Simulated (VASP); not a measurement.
# Lu (P6_3/mmc) in VASP: a series of runs

The runs below take Lu through single point, with LDA.

Everything below comes from runs of VASP 6.6.1. Logs are shortened: lines on timing, memory, paths and dates and some standing lists are left out, and cuts for length are marked.

### 1 The cell of the first run

Symmetry: P6_3/mmc, No. 194, hexagonal system. Conventional cell: a = 3.241 Å, b = 3.241 Å, c = 5.033 Å, α = 90.00°, β = 90.00°, γ = 120.00°. Within 4.1 Å of Lu (site symmetry -6m2) lie 12 Lu at 3.14 to 3.24 Å.

### 2 Single point, LDA (22.90 Å³/atom)

Input file INCAR:

```
SYSTEM = Lu
PREC = Accurate ; ENCUT = 520
EDIFF = 1E-6 ; ISMEAR = -1
SIGMA = 0.1 ; LREAL = .False.
LASPH = .True. ; NELM = 60
ALGO = Normal ; ISIF = 2
LWAVE = .False. ; LCHARG = .True.
GGA = CA ; LELF = .True.
LVHAR = .True. ; NBANDS = 32
```

Input file KPOINTS:

```
regular mesh
0
Gamma
  18 18 10
  0 0 0
```

Input file POSCAR:

```
Lu
1.0
    3.2412924845      0.0000000000      0.0000000000
   -1.6206462423      2.8070416327      0.0000000000
    0.0000000000      0.0000000000      5.0333031047
Lu
2
Direct
    0.3333333333      0.6666666667      0.2500000000
    0.6666666667      0.3333333333      0.7500000000
```

Potentials or basis: VASP PAW PBE potentials, release 64 (Lu).

Command:

```sh
cat potpaw_PBE.64/Lu/POTCAR > POTCAR
mpirun -np 1 vasp_std > vasp.out
```

OUTCAR:

```text
SYSTEM = Lu
   PREC = Accurate
   ENCUT = 520
   EDIFF = 1E-6
   ISMEAR = -1
   LREAL = .False.
   LASPH = .True.
   NELM = 60
   ISIF = 2
   GGA = CA

 ion  position               nearest neighbor table
   1  0.333  0.667  0.250-   2 3.14   2 3.14   2 3.14   2 3.14   2 3.14   2 3.14
   2  0.667  0.333  0.750-   1 3.14   1 3.14   1 3.14   1 3.14   1 3.14   1 3.14

  LATTYP: Found a hexagonal cell.
 ALAT       =     3.2412924845
 C/A-ratio  =     1.5528691498

  Lattice vectors:

 A1 = (   3.2412924845,   0.0000000000,   0.0000000000)
 A2 = (  -1.6206462423,   2.8070416327,   0.0000000000)
 A3 = (   0.0000000000,   0.0000000000,   5.0333031047)

Analysis of symmetry for initial positions (statically):
=====================================================================
 Subroutine PRICEL returns:
 Original cell was already a primitive cell.

 Routine SETGRP: Setting up the symmetry group for a
 hexagonal supercell.

 Subroutine GETGRP returns: Found 24 space group operations
 (whereof 12 operations were pure point group operations)
 out of a pool of 24 trial point group operations.

The static configuration has the point symmetry D_3d.
 The point group associated with its full space group is D_6h.

Analysis of symmetry for dynamics (positions and initial velocities):
=====================================================================
 Subroutine PRICEL returns:
 Original cell was already a primitive cell.

 Routine SETGRP: Setting up the symmetry group for a
 hexagonal supercell.

 Subroutine GETGRP returns: Found 24 space group operations
 (whereof 12 operations were pure point group operations)
 out of a pool of 24 trial point group operations.

The dynamic configuration has the point symmetry D_3d.
 The point group associated with its full space group is D_6h.

 Subroutine INISYM returns: Found 24 space group operations
 (whereof 12 operations are pure point group operations),
 and found     1 'primitive' translations

----------------------------------------------------------------------------------------

                                     Primitive cell

  volume of cell :      45.7952

  direct lattice vectors                    reciprocal lattice vectors
     3.241292485  0.000000000  0.000000000     0.308518903  0.178123471  0.000000000
    -1.620646242  2.807041633  0.000000000     0.000000000  0.356246943  0.000000000
     0.000000000  0.000000000  5.033303105     0.000000000  0.000000000  0.198676690

  length of vectors
     3.241292485  3.241292485  5.033303105     0.356246943  0.356246943  0.198676690

  position of ions in fractional coordinates (direct lattice)
     0.333333333  0.666666667  0.250000000
     0.666666667  0.333333333  0.750000000

  ion indices of the primitive-cell ions
   primitive index   ion index
                 1           1
                 2           2

----------------------------------------------------------------------------------------

 KPOINTS: regular mesh

Automatic generation of k-mesh.
 Grid dimensions read from file:
 generate k-points for:   18   18   10

 Generating k-lattice:

  Cartesian coordinates                     Fractional coordinates (reciprocal lattice)
     0.017139939  0.009895748  0.000000000     0.055555556  0.000000000  0.000000000
     0.000000000  0.019791497  0.000000000     0.000000000  0.055555556  0.000000000
     0.000000000  0.000000000  0.019867669     0.000000000  0.000000000  0.100000000

  Length of vectors
     0.019791497  0.019791497  0.019867669

  Shift w.r.t. Gamma in fractional coordinates (k-lattice)
     0.000000000  0.000000000  0.000000000

 Subroutine IBZKPT returns following result:
 ===========================================

 Found    222 irreducible k-points:

 Following reciprocal coordinates:
            Coordinates               Weight
  0.000000  0.000000  0.000000      1.000000
  0.055556  0.000000  0.000000      6.000000
  0.111111  0.000000  0.000000      6.000000
  0.166667  0.000000  0.000000      6.000000
  0.222222  0.000000  0.000000      6.000000
  0.277778  0.000000  0.000000      6.000000
[... 16 lines left out ...]
  0.333333  0.111111  0.000000     12.000000
  0.388889  0.111111  0.000000     12.000000
 [... further k-points ...]
   k-points           NKPTS =    222   k-points in BZ     NKDIM =    222   number of bands    NBANDS=     32
   number of dos      NEDOS =    301   number of ions     NIONS =      2
   total plane-waves  NPLWV =  23040
   dimension x,y,z NGX =    24 NGY =   24 NGZ =   40
   dimension x,y,z NGXF=    48 NGYF=   48 NGZF=   80
   ions per type =               2
   NGX,Y,Z   is equivalent  to a cutoff of  12.31, 12.31, 13.21 a.u.
   NGXF,Y,Z  is equivalent  to a cutoff of  24.62, 24.62, 26.42 a.u.
 SYSTEM =  Lu
   PREC   = accura    normal or accurate (medium, high low for compatibility)
   ISTART =      0    job   : 0-new  1-cont  2-samecut
   ICHARG =      2    charge: 1-file 2-atom 10-const
   ISPIN  =      1    spin polarized calculation?
   LNONCOLLINEAR =      F non collinear calculations
   LSORBIT =      F    spin-orbit coupling
   LASPH  =      T    aspherical Exc in radial PAW
   ENCUT  =  520.0 eV  38.22 Ry    6.18 a.u.   6.03  6.03  9.36*2*pi/ulx,y,z
   NELM   =     60;   NELMIN=  2; NELMDL= -5     # of ELM steps
   EDIFF  = 0.1E-05   stopping-criterion for ELM
   LREAL  =      F    real-space projection
[... 7 lines left out ...]
   TEBEG  =    0.0;   TEEND  =   0.0 temperature during run
   PSTRESS=    0.0 pullay stress
   NELECT =      50.0000    total number of electrons
   NUPDOWN=      -1.0000    fix difference up-down
   EMIN   =  10.00;   EMAX   =-10.00  energy-range for DOS
   EFERMI =   0.00;   METHOD = LEGACY
   ISMEAR =    -1;   SIGMA  =   0.10  broadening in eV -4-tet -1-fermi 0-gaus
   EFERMI_NEDOS =   21; number of points for ismear=-14 and -15
   IALGO  =     38    algorithm
   IMIX   =      4    mixing-type and parameters
     AMIX     =   0.40;   BMIX     =  1.00
     AMIX_MAG =   1.60;   BMIX_MAG =  1.00
  volume/ion in A,a.u.               =      22.90       154.52
  Fermi-wavevector in a.u.,A,eV,Ry     =   1.685743  3.185593 38.664091  2.841731
  Thomas-Fermi vector in A             =   2.768532
   LORBIT       =      0    0 simple, 1 ext, 2 COOP (PROOUT), +10 PAW based schemes
   GGA     = CA    functional components
   LHFCALC =     F    Hartree Fock is set to
   AEXX    =    0.0000 exact exchange contribution
   IVDW    =     0    specifies the selected vdW correction
   LEPSILON=     F    determine dielectric tensor
   LRPA    =     F    only Hartree local field effects (RPA)
 non-spin polarized calculation
  energy-cutoff  :      520.00
  volume of cell :       45.80
 maximum number of plane-waves:      1257
   NGX = 13   NGY = 13   NGZ = 19

 number of electron      49.9999995 magnetization

 Free energy of the ion-electron system (eV)
  ---------------------------------------------------
  ext. energy  EPLUGINS =         0.00000000
  ---------------------------------------------------
  free energy    TOTEN  =       -10.26634481 eV

  energy without entropy =      -10.17807505  energy(sigma->0) =      -10.22220993

 E-fermi :   2.9027     XC(G=0): -12.2365

 val. band max:        2.8989089655   @ k =   0.1667   0.1111   0.4000
 cond. band min:       2.9042652196   @ k =   0.2778   0.1111   0.0000
 fundamental gap:      0.0053562541
 Fermi energy:         2.9026886574

 k-point     1 :       0.0000    0.0000    0.0000
  band No.  band energies     occupation
      1     -52.5701      2.00000
      2     -52.4583      2.00000
      3     -24.1067      2.00000
      4     -23.1460      2.00000
      5     -23.1460      2.00000
      6     -22.9614      2.00000
[... 24 lines left out ...]
     31       6.7441      0.00000
     32       6.7441      0.00000

 k-point     2 :       0.0556    0.0000    0.0000
  band No.  band energies     occupation
      1     -52.5679      2.00000
      2     -52.4576      2.00000
      3     -24.0958      2.00000
      4     -23.1687      2.00000
      5     -23.1539      2.00000
      6     -22.9857      2.00000
[... 24 lines left out ...]
     31       6.6017      0.00000
     32       6.6398      0.00000

 k-point     3 :       0.1111    0.0000    0.0000
  band No.  band energies     occupation
      1     -52.5614      2.00000
      2     -52.4556      2.00000
      3     -24.0638      2.00000
      4     -23.2340      2.00000
      5     -23.1762      2.00000
      6     -23.0547      2.00000
[... 24 lines left out ...]
     31       6.3730      0.00000
     32       6.4956      0.00000

 k-point     4 :       0.1667    0.0000    0.0000
  band No.  band energies     occupation
      1     -52.5513      2.00000
      2     -52.4527      2.00000
      3     -24.0124      2.00000
      4     -23.3341      2.00000
      5     -23.2091      2.00000
      6     -23.1570      2.00000
[... 24 lines left out ...]
     31       6.7743      0.00000
     32       6.9279      0.00000

 k-point     5 :       0.2222    0.0000    0.0000
  band No.  band energies     occupation
      1     -52.5385      2.00000
      2     -52.4496      2.00000
      3     -23.9449      2.00000
      4     -23.4567      2.00000
      5     -23.2776      2.00000
      6     -23.2481      2.00000
[... 584 lines left out ...]
     31       7.7765      0.00000
     32       8.7881      0.00000

 k-point    22 :       0.2778    0.1111    0.0000
  band No.  band energies     occupation
      1     -52.5057      2.00000
      2     -52.4451      2.00000
      3     -23.7551      2.00000
      4     -23.6944      2.00000
      5     -23.5465      2.00000
      6     -23.3338      2.00000
[... 24 lines left out ...]
     31       8.6123      0.00000
     32       9.6148      0.00000

 k-point    23 :       0.3333    0.1111    0.0000
  band No.  band energies     occupation
      1     -52.4931      2.00000
      2     -52.4454      2.00000
      3     -23.7869      2.00000
      4     -23.6726      2.00000
      5     -23.6030      2.00000
      6     -23.3830      2.00000
[... 24 lines left out ...]
     31       9.3915      0.00000
     32      10.4614      0.00000

 k-point    24 :       0.3889    0.1111    0.0000
  band No.  band energies     occupation
      1     -52.4837      2.00000
      2     -52.4468      2.00000
      3     -23.8466      2.00000
      4     -23.6396      2.00000
      5     -23.6054      2.00000
      6     -23.4148      2.00000
[... 24 lines left out ...]
     31       9.9969      0.00000
     32      11.0300      0.00000

 [... further k-points ...]
[... 5 lines left out ...]
  --------------------------------------------------------------------------------------
  -------------------------------------------------------------------------------------
  Total        2.4367086      2.4367086      2.7228321     -0.0000000      0.0000000     -0.0000000
  in kB       85.2499271     85.2499271     95.2601553     -0.0000000      0.0000000     -0.0000000
  external PRESSURE =      88.5866699 kB  Pullay stress =       0.0000000 kB

 VOLUME and BASIS-vectors are now :
 -----------------------------------------------------------------------------
  energy-cutoff  :      520.00
  volume of cell :       45.80
      direct lattice vectors                 reciprocal lattice vectors
     3.241292485  0.000000000  0.000000000     0.308518903  0.178123471  0.000000000
    -1.620646242  2.807041633  0.000000000     0.000000000  0.356246943  0.000000000
     0.000000000  0.000000000  5.033303105     0.000000000  0.000000000  0.198676690

 POSITION                                       TOTAL-FORCE (eV/Angst)
 -----------------------------------------------------------------------------------
     -0.00000      1.87136      1.25833         0.000000      0.000000      0.000000
      1.62065      0.93568      3.77498        -0.000000     -0.000000      0.000000
 -----------------------------------------------------------------------------------
    total drift:                               -0.000000      0.000000     -0.000000

  FREE ENERGIE OF THE ION-ELECTRON SYSTEM (eV)
  ---------------------------------------------------
  free  energy   TOTEN  =       -10.2663448059 eV

  energy  without entropy=      -10.1780750489  energy(sigma->0) =      -10.22220993
```

It took 1.7 min on 1 thread of Intel Xeon 6975P-C (Granite Rapids), shared host; peak memory 0.36 GiB.

Results:

```yaml
Free_energy: -10.2663 eV
Pressure: 8.9 GPa
Band_gap_on_the_k_mesh: zero (bands 25 and 26 overlap by 2.42 eV)
```

Caveat: the cell stands under pressure; the PAW data sets were made with another functional, which shifts forces and pressure a little; spin-orbit coupling is left out, which moves the levels of the heavy elements.

### 3 Single point, LDA (23.94 Å³/atom)

This run uses another cell than the first one, of 23.94 Å³/atom.

Input file INCAR:

```
SYSTEM = Lu
ALGO = Normal ; EDIFF = 1E-6
ENCUT = 520 ; GGA = CA
ISIF = 2 ; ISMEAR = -1
LASPH = .True. ; LCHARG = .True.
LELF = .True. ; LREAL = .False.
LVHAR = .True. ; LWAVE = .False.
NBANDS = 32 ; NELM = 80
PREC = Accurate ; SIGMA = 0.1
```

Input file KPOINTS:

```
k-points
0
Gamma
  18 18 10
  0 0 0
```

Input file POSCAR:

```
Lu
1.0
    3.2896771177      0.0000000000      0.0000000000
   -1.6448385588      2.8489439541      0.0000000000
    0.0000000000      0.0000000000      5.1084381088
Lu
2
Direct
    0.3333333333      0.6666666667      0.2500000000
    0.6666666667      0.3333333333      0.7500000000
```

Potentials or basis: VASP PAW PBE potentials, release 64 (Lu).

Command:

```sh
cat potpaw_PBE.64/Lu/POTCAR > POTCAR
mpirun -np 1 vasp_std > vasp.out
```

Wall time 96 s (1 thread of Intel Xeon 6975P-C (Granite Rapids), shared host); peak memory 0.36 GiB.

The run converged. Its results:

| Item | Value |
| --- | --- |
| Free energy | -10.3608 eV |
| Pressure | 6.3 GPa |
| Band gap on the k mesh | zero (bands 25 and 26 overlap by 2.22 eV) |

Stress tensor (GPa, compression positive):
```
6.12 0.00 0.00
0.00 6.12 0.00
0.00 0.00 6.70
```

Levels at points of the mesh, in eV from the Fermi level:
| k point | band 21 | band 22 | band 23 | band 24 | band 25 | band 26 | band 27 | band 28 | band 29 | band 30 |
| --- | --- | --- | --- | --- | --- | --- | --- | --- | --- | --- |
| (0.00, 0.00, 0.00) | -4.62 | -4.59 | -4.58 | -2.77 | 1.63 | 2.23 | 2.23 | 2.82 | 3.16 | 3.16 |
| (0.50, 0.00, 0.00) | -4.62 | -4.59 | -2.45 | -1.82 | -1.21 | 0.05 | 1.79 | 2.02 | 2.85 | 7.17 |
| (0.00, 0.00, 0.50) | -4.58 | -4.58 | -4.42 | -4.42 | 1.31 | 1.31 | 2.09 | 2.09 | 2.09 | 2.09 |
| (0.50, 0.00, 0.50) | -4.62 | -4.62 | -2.47 | -2.47 | 0.08 | 0.08 | 2.04 | 2.04 | 3.75 | 3.75 |

Caveat: the cell stands under pressure; the PAW data sets were made with another functional, which shifts forces and pressure a little; spin-orbit coupling is left out, which moves the levels of the heavy elements.

### 4 Single point, LDA (24.98 Å³/atom)

This run uses another cell than the first one, of 24.98 Å³/atom.

Input file INCAR:

```
SYSTEM = Lu
  PREC = Accurate
  ENCUT = 520
  EDIFF = 1E-7
  ISMEAR = -1
  SIGMA = 0.1
  LREAL = .False.
  LASPH = .True.
  NELM = 60
  ALGO = Normal
  ISIF = 2
  LWAVE = .False.
  LCHARG = .True.
  GGA = CA
  LELF = .True.
  LVHAR = .True.
  NBANDS = 32
```

Input file KPOINTS:

```
Automatic mesh
0
Gamma
  18 18 10
  0 0 0
```

Input file POSCAR:

```
Lu
1.0
    3.3366788552      0.0000000000      0.0000000000
   -1.6683394276      2.8896486529      0.0000000000
    0.0000000000      0.0000000000      5.1814256571
Lu
2
Direct
    0.3333333333      0.6666666667      0.2500000000
    0.6666666667      0.3333333333      0.7500000000
```

Command:

```sh
cat potpaw_PBE.64/Lu/POTCAR > POTCAR
mpirun -np 1 vasp_std > vasp.out
```

Wall time 2.9 min (1 thread of Intel Xeon 6975P-C (Granite Rapids), shared host); peak memory 0.38 GiB.

It converged, with:

```
Free energy            : -10.4153 eV
Pressure               : 2.6 GPa
Band gap on the k mesh : zero (bands 25 and 26 overlap by 2.05 eV)
```

Stress tensor (GPa, compression positive):
```
2.53 0.00 0.00
0.00 2.53 0.00
0.00 0.00 2.85
```

Levels at points of the mesh, in eV from the Fermi level:
```
           k point  band 21  band 22  band 23  band 24  band 25  band 26  band 27  band 28  band 29  band 30
(0.00, 0.00, 0.00)    -4.68    -4.65    -4.64    -2.68     1.43     2.20     2.20     2.77     3.09     3.09
(0.50, 0.00, 0.00)    -4.68    -4.65    -2.42    -1.70    -1.12    -0.06     1.79     1.93     2.74     6.90
(0.00, 0.00, 0.50)    -4.64    -4.64    -4.40    -4.40     1.29     1.29     2.07     2.07     2.07     2.07
(0.50, 0.00, 0.50)    -4.68    -4.68    -2.38    -2.38     0.10     0.10     1.87     1.87     3.64     3.64
```

Caveat: the PAW data sets were made with another functional, which shifts forces and pressure a little; spin-orbit coupling is left out, which moves the levels of the heavy elements.

### 5 Summary

```tsv
cell	gap on the mesh (eV)	pressure (GPa)
a = 3.241, b = 3.241, c = 5.033 Å, angles 90.0, 90.0, 120.0°, 2 atoms	none	8.9
a = 3.290, b = 3.290, c = 5.108 Å, angles 90.0, 90.0, 120.0°, 2 atoms	none	6.3
a = 3.337, b = 3.337, c = 5.181 Å, angles 90.0, 90.0, 120.0°, 2 atoms	none	2.6
```

Alike in all rows: task single point; level LDA; potentials or basis VASP PAW PBE potentials, release 64 (Lu); no spin polarisation; k mesh 18 × 18 × 10; cutoff (eV) 520; smearing fermi-dirac 0.1 eV.

Caveats: the PAW data sets were made with another functional, which shifts forces and pressure a little; spin-orbit coupling is left out, which moves the levels of the heavy elements; the cell stands under pressure (at least some runs).

Absolute energies hang on the potentials; compare differences alone.
